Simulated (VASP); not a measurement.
# Sr3C (I4/mmm) in VASP: single point with PBE

Aim: the single point of Sr3C with PBE.

All numbers are computed with VASP 6.6.1; they aren't measurements. Logs are shortened: lines on timing, memory, paths and dates and some standing lists are left out, and cuts for length are marked.

## 1. The cell of the first run

Symmetry: I4/mmm, No. 139, tetragonal system. The conventional cell has a = 4.558 Å, b = 4.558 Å, c = 10.182 Å, α = 90.00°, β = 90.00°, γ = 90.00°. Sr (site symmetry 4/mmm) has 4 C at 3.22 Å and 8 Sr at 3.42 Å within 4.2 Å. Sr (site symmetry -4m2) has 8 Sr at 3.22 to 3.42 Å and 4 C at 3.42 Å within 4.2 Å. C (site symmetry 4/mmm) has 12 Sr at 3.22 to 3.42 Å within 4.2 Å.

## 2. Single point, PBE

The input, INCAR:

```
PREC = Accurate
ENCUT = 520
EDIFF = 1E-7
ISMEAR = 0
SIGMA = 0.1
LREAL = F
LASPH = T
NELM = 60
ALGO = Normal
ISIF = 2
LWAVE = F
LCHARG = F
GGA = PE
NBANDS = 25
```

The input, KPOINTS:

```
Automatic mesh
0
Gamma
  6 6 6
```

The input, POSCAR:

```
Sr3C
1.0
   -2.2790912179      2.2790912179      5.0909570063
    2.2790912179     -2.2790912179      5.0909570063
    2.2790912179      2.2790912179     -5.0909570063
Sr C
3 1
Direct
    0.5000000000      0.5000000000      0.0000000000
    0.2500000000      0.7500000000      0.5000000000
    0.7500000000      0.2500000000      0.5000000000
    0.0000000000      0.0000000000      0.0000000000
```

Potentials or basis: VASP PAW PBE potentials, release 64 (Sr_sv, C).

The run is started by

```
$ cat potpaw_PBE.64/Sr_sv/POTCAR potpaw_PBE.64/C/POTCAR > POTCAR
$ mpirun -np 1 vasp_std > vasp.out
```

OUTCAR:

```text
PREC = Accurate
   ENCUT = 520
   EDIFF = 1E-7
   ISMEAR = 0
   LREAL = F
   LASPH = T
   NELM = 60
   ISIF = 2
   GGA = PE

 ion  position               nearest neighbor table
   1  0.500  0.500  0.000-   4 3.22   4 3.22   4 3.22   4 3.22   3 3.42   2 3.42   3 3.42   3 3.42
                             2 3.42   2 3.42   3 3.42   2 3.42
   2  0.250  0.750  0.500-   3 3.22   3 3.22   3 3.22   3 3.22   4 3.42   1 3.42   4 3.42   1 3.42
                             4 3.42   4 3.42   1 3.42   1 3.42   3 5.09   3 5.09
   3  0.750  0.250  0.500-   2 3.22   2 3.22   2 3.22   2 3.22   4 3.42   1 3.42   4 3.42   4 3.42
                             1 3.42   1 3.42   4 3.42   1 3.42   2 5.09   2 5.09
   4  0.000  0.000  0.000-   1 3.22   1 3.22   1 3.22   1 3.22   3 3.42   2 3.42   3 3.42   2 3.42
                             3 3.42   3 3.42   2 3.42   2 3.42

  LATTYP: Found a body centered tetragonal cell.
 ALAT       =     4.5581824358
 C/A-ratio  =     2.2337662338

  Lattice vectors:

 A1 = (  -2.2790912179,   2.2790912179,   5.0909570063)
 A2 = (   2.2790912179,  -2.2790912179,   5.0909570063)
 A3 = (   2.2790912179,   2.2790912179,  -5.0909570063)

Analysis of symmetry for initial positions (statically):
=====================================================================
 Subroutine PRICEL returns:
 Original cell was already a primitive cell.

 Routine SETGRP: Setting up the symmetry group for a
 body centered tetragonal supercell.

 Subroutine GETGRP returns: Found 16 space group operations
 (whereof 16 operations were pure point group operations)
 out of a pool of 16 trial point group operations.

The static configuration has the point symmetry D_4h.

Analysis of symmetry for dynamics (positions and initial velocities):
=====================================================================
 Subroutine PRICEL returns:
 Original cell was already a primitive cell.

 Routine SETGRP: Setting up the symmetry group for a
 body centered tetragonal supercell.

 Subroutine GETGRP returns: Found 16 space group operations
 (whereof 16 operations were pure point group operations)
 out of a pool of 16 trial point group operations.

The dynamic configuration has the point symmetry D_4h.

 Subroutine INISYM returns: Found 16 space group operations
 (whereof 16 operations are pure point group operations),
 and found     1 'primitive' translations

----------------------------------------------------------------------------------------

                                     Primitive cell

  volume of cell :     105.7750

  direct lattice vectors                    reciprocal lattice vectors
    -2.279091218  2.279091218  5.090957006     0.000000000  0.219385690  0.098213361
     2.279091218 -2.279091218  5.090957006     0.219385690  0.000000000  0.098213361
     2.279091218  2.279091218 -5.090957006     0.219385690  0.219385690  0.000000000

  length of vectors
     6.025475649  6.025475649  6.025475649     0.240366273  0.240366273  0.310258219

  position of ions in fractional coordinates (direct lattice)
     0.500000000  0.500000000  0.000000000
     0.250000000  0.750000000  0.500000000
     0.750000000  0.250000000  0.500000000
     0.000000000  0.000000000  0.000000000

  ion indices of the primitive-cell ions
   primitive index   ion index
                 1           1
                 2           2
                 3           3
                 4           4

----------------------------------------------------------------------------------------

 KPOINTS: Automatic mesh

Automatic generation of k-mesh.
 Grid dimensions read from file:
 generate k-points for:    6    6    6

 Generating k-lattice:

  Cartesian coordinates                     Fractional coordinates (reciprocal lattice)
     0.000000000  0.036564282  0.016368894     0.166666667  0.000000000 -0.000000000
     0.036564282  0.000000000  0.016368894     0.000000000  0.166666667 -0.000000000
     0.036564282  0.036564282  0.000000000     0.000000000  0.000000000  0.166666667

  Length of vectors
     0.040061046  0.040061046  0.051709703

  Shift w.r.t. Gamma in fractional coordinates (k-lattice)
     0.000000000  0.000000000  0.000000000

 Subroutine IBZKPT returns following result:
 ===========================================

 Found     30 irreducible k-points:

 Following reciprocal coordinates:
            Coordinates               Weight
  0.000000  0.000000  0.000000      1.000000
  0.166667 -0.000000  0.000000      8.000000
  0.333333  0.000000 -0.000000      8.000000
  0.500000 -0.000000  0.000000      4.000000
  0.166667  0.166667  0.000000      8.000000
  0.333333  0.166667  0.000000     16.000000
[... 16 lines left out ...]
 -0.333333 -0.333333  0.166667      8.000000
 -0.166667 -0.333333  0.166667      8.000000
 [... further k-points ...]
   k-points           NKPTS =     30   k-points in BZ     NKDIM =     30   number of bands    NBANDS=     25
   number of dos      NEDOS =    301   number of ions     NIONS =      4
   total plane-waves  NPLWV = 110592
   dimension x,y,z NGX =    48 NGY =   48 NGZ =   48
   dimension x,y,z NGXF=    96 NGYF=   96 NGZF=   96
   ions per type =               3   1
   NGX,Y,Z   is equivalent  to a cutoff of  13.24, 13.24, 13.24 a.u.
   NGXF,Y,Z  is equivalent  to a cutoff of  26.49, 26.49, 26.49 a.u.
 SYSTEM =  unknown system
   PREC   = accura    normal or accurate (medium, high low for compatibility)
   ISTART =      0    job   : 0-new  1-cont  2-samecut
   ICHARG =      2    charge: 1-file 2-atom 10-const
   ISPIN  =      1    spin polarized calculation?
   LNONCOLLINEAR =      F non collinear calculations
   LSORBIT =      F    spin-orbit coupling
   LASPH  =      T    aspherical Exc in radial PAW
   ENCUT  =  520.0 eV  38.22 Ry    6.18 a.u.  11.20 11.20 11.20*2*pi/ulx,y,z
   NELM   =     60;   NELMIN=  2; NELMDL= -5     # of ELM steps
   EDIFF  = 0.1E-06   stopping-criterion for ELM
   LREAL  =      F    real-space projection
   EDIFFG = 0.1E-05   stopping-criterion for IOM
   NSW    =      0    number of steps for IOM
   IBRION =     -1    ionic relax: 0-MD 1-quasi-New 2-CG
   NFREE  =      0    steps in history (QN), initial steepest desc. (CG)
   ISIF   =      2    stress and relaxation
   ISYM   =      2    0-nonsym 1-usesym 2-fastsym
   POTIM  = 0.5000    time-step for ionic-motion
   TEBEG  =    0.0;   TEEND  =   0.0 temperature during run
   PSTRESS=    0.0 pullay stress
   NELECT =      34.0000    total number of electrons
   NUPDOWN=      -1.0000    fix difference up-down
   EMIN   =  10.00;   EMAX   =-10.00  energy-range for DOS
   EFERMI =   0.00;   METHOD = LEGACY
   ISMEAR =     0;   SIGMA  =   0.10  broadening in eV -4-tet -1-fermi 0-gaus
   EFERMI_NEDOS =   21; number of points for ismear=-14 and -15
   IALGO  =     38    algorithm
   IMIX   =      4    mixing-type and parameters
     AMIX     =   0.40;   BMIX     =  1.00
     AMIX_MAG =   1.60;   BMIX_MAG =  1.00
  volume/ion in A,a.u.               =      26.44       178.45
  Fermi-wavevector in a.u.,A,eV,Ry     =   1.121433  2.119202 17.110865  1.257613
  Thomas-Fermi vector in A             =   2.258087
   LORBIT       =      0    0 simple, 1 ext, 2 COOP (PROOUT), +10 PAW based schemes
   GGA     = PE    functional components
   LHFCALC =     F    Hartree Fock is set to
   AEXX    =    0.0000 exact exchange contribution
   IVDW    =     0    specifies the selected vdW correction
   LEPSILON=     F    determine dielectric tensor
   LRPA    =     F    only Hartree local field effects (RPA)
 non-spin polarized calculation
 Gauss-broadening in eV      SIGMA  =   0.10
  energy-cutoff  :      520.00
  volume of cell :      105.77
 maximum number of plane-waves:      2879
 NGX is ok and might be reduce to    48
   NGX = 23   NGY = 23   NGZ = 23

 number of electron      34.0000000 magnetization

 Free energy of the ion-electron system (eV)
  ---------------------------------------------------
  ext. energy  EPLUGINS =         0.00000000
  ---------------------------------------------------
  free energy    TOTEN  =        -9.00866183 eV

  energy without entropy =       -9.00107714  energy(sigma->0) =       -9.00486948

 E-fermi :   3.4909     XC(G=0):  -9.3411

 val. band max:        3.4189404930   @ k =   0.3333   0.3333   0.1667
 cond. band min:       3.5226128196   @ k =  -0.1667  -0.3333   0.1667
 fundamental gap:      0.1036723267
 Fermi energy:         3.4909483648

 k-point     1 :       0.0000    0.0000    0.0000
  band No.  band energies     occupation
      1     -32.7355      2.00000
      2     -32.4375      2.00000
      3     -32.0000      2.00000
      4     -15.2423      2.00000
      5     -15.2423      2.00000
      6     -15.1225      2.00000
[... 17 lines left out ...]
     24       6.8163      0.00000
     25       6.8163      0.00000

 k-point     2 :       0.1667   -0.0000    0.0000
  band No.  band energies     occupation
      1     -32.7141      2.00000
      2     -32.4564      2.00000
      3     -32.0023      2.00000
      4     -15.2403      2.00000
      5     -15.1815      2.00000
      6     -15.0282      2.00000
[... 17 lines left out ...]
     24       6.7242      0.00000
     25       6.9503      0.00000

 k-point     3 :       0.3333    0.0000   -0.0000
  band No.  band energies     occupation
      1     -32.6570      2.00000
      2     -32.5085      2.00000
      3     -32.0072      2.00000
      4     -15.1404      2.00000
      5     -15.0114      2.00000
      6     -14.8879      2.00000
[... 17 lines left out ...]
     24       6.7612      0.00000
     25       6.8554      0.00000

 k-point     4 :       0.5000   -0.0000    0.0000
  band No.  band energies     occupation
      1     -32.5838      2.00000
      2     -32.5790      2.00000
      3     -32.0098      2.00000
      4     -14.9999      2.00000
      5     -14.7929      2.00000
      6     -14.7911      2.00000
[... 17 lines left out ...]
     24       6.5930      0.00000
     25       6.9034      0.00000

 k-point     5 :       0.1667    0.1667    0.0000
  band No.  band energies     occupation
      1     -32.6939      2.00000
      2     -32.4726      2.00000
      3     -32.0060      2.00000
      4     -15.3487      2.00000
      5     -14.9814      2.00000
      6     -14.9759      2.00000
[... 17 lines left out ...]
     24       6.7268      0.00000
     25       7.4195      0.00000

 k-point     6 :       0.3333    0.1667    0.0000
  band No.  band energies     occupation
      1     -32.6437      2.00000
      2     -32.5174      2.00000
      3     -32.0103      2.00000
      4     -15.3366      2.00000
      5     -14.9704      2.00000
      6     -14.7893      2.00000
[... 17 lines left out ...]
     24       6.9398      0.00000
     25       7.3225      0.00000
[... 393 lines left out ...]
 k-point    21 :      -0.3333    0.5000    0.1667
  band No.  band energies     occupation
      1     -32.6399      2.00000
      2     -32.5180      2.00000
      3     -32.0141      2.00000
      4     -15.3080      2.00000
      5     -14.9870      2.00000
      6     -14.8002      2.00000
[... 17 lines left out ...]
     24       6.7852      0.00000
     25       7.0323      0.00000

 k-point    22 :      -0.1667    0.5000    0.1667
  band No.  band energies     occupation
      1     -32.6520      2.00000
      2     -32.5094      2.00000
      3     -32.0121      2.00000
      4     -15.0831      2.00000
      5     -15.0376      2.00000
      6     -14.8873      2.00000
[... 17 lines left out ...]
     24       7.1037      0.00000
     25       7.1516      0.00000

 k-point    23 :      -0.3333   -0.3333    0.1667
  band No.  band energies     occupation
      1     -32.6877      2.00000
      2     -32.4728      2.00000
      3     -32.0132      2.00000
      4     -15.3372      2.00000
      5     -15.0082      2.00000
      6     -14.9010      2.00000
[... 17 lines left out ...]
     24       7.4532      0.00000
     25       7.6597      0.00000

 k-point    24 :      -0.1667   -0.3333    0.1667
  band No.  band energies     occupation
      1     -32.7082      2.00000
      2     -32.4566      2.00000
      3     -32.0092      2.00000
      4     -15.2284      2.00000
      5     -15.2048      2.00000
      6     -14.9660      2.00000
[... 17 lines left out ...]
     24       7.4103      0.00000
     25       7.4448      0.00000

 [... further k-points ...]
[... 5 lines left out ...]
  --------------------------------------------------------------------------------------
  -------------------------------------------------------------------------------------
  Total        2.5552635      2.5552635      0.7108766      0.0000000     -0.0000000      0.0000000
  in kB       38.7046762     38.7046762     10.7676756      0.0000000     -0.0000000      0.0000000
  external PRESSURE =      29.3923426 kB  Pullay stress =       0.0000000 kB

 VOLUME and BASIS-vectors are now :
 -----------------------------------------------------------------------------
  energy-cutoff  :      520.00
  volume of cell :      105.77
      direct lattice vectors                 reciprocal lattice vectors
    -2.279091218  2.279091218  5.090957006     0.000000000  0.219385690  0.098213361
     2.279091218 -2.279091218  5.090957006     0.219385690  0.000000000  0.098213361
     2.279091218  2.279091218 -5.090957006     0.219385690  0.219385690  0.000000000

 POSITION                                       TOTAL-FORCE (eV/Angst)
 -----------------------------------------------------------------------------------
      0.00000      0.00000      5.09096         0.000000      0.000000      0.000000
      2.27909     -0.00000      2.54548         0.000000     -0.000000     -0.000000
     -0.00000      2.27909      2.54548        -0.000000      0.000000     -0.000000
      0.00000      0.00000      0.00000         0.000000      0.000000      0.000000
 -----------------------------------------------------------------------------------
    total drift:                                0.000000     -0.000000      0.000000

  FREE ENERGIE OF THE ION-ELECTRON SYSTEM (eV)
  ---------------------------------------------------
  free  energy   TOTEN  =        -9.0086618324 eV

  energy  without entropy=       -9.0010771375  energy(sigma->0) =       -9.00486948
```

It took 2.5 min on 1 thread of AMD EPYC 9R45 (Zen 5), shared host; peak memory 0.31 GiB.

What came out:

```
Free energy            : -9.0087 eV
Pressure               : 2.9 GPa
Band gap on the k mesh : zero (band 17 reaches 3.61 eV, above the bottom of band 18 at 3.14 eV)
```

Levels at points of the mesh, in eV from the Fermi level:
| k point | band 15 | band 16 | band 17 | band 18 | band 19 | band 20 |
| --- | --- | --- | --- | --- | --- | --- |
| (0.00, 0.00, 0.00) | -1.72 | -0.49 | -0.49 | 0.40 | 0.66 | 0.83 |
| (0.50, 0.00, 0.00) | -1.39 | -0.77 | -0.15 | 0.48 | 1.55 | 2.48 |
| (0.50, 0.50, 0.00) | -1.09 | -0.56 | -0.36 | -0.35 | 1.06 | 1.79 |
| (0.50, 0.50, 0.50) | -1.66 | 0.12 | 0.12 | 0.45 | 0.45 | 0.50 |
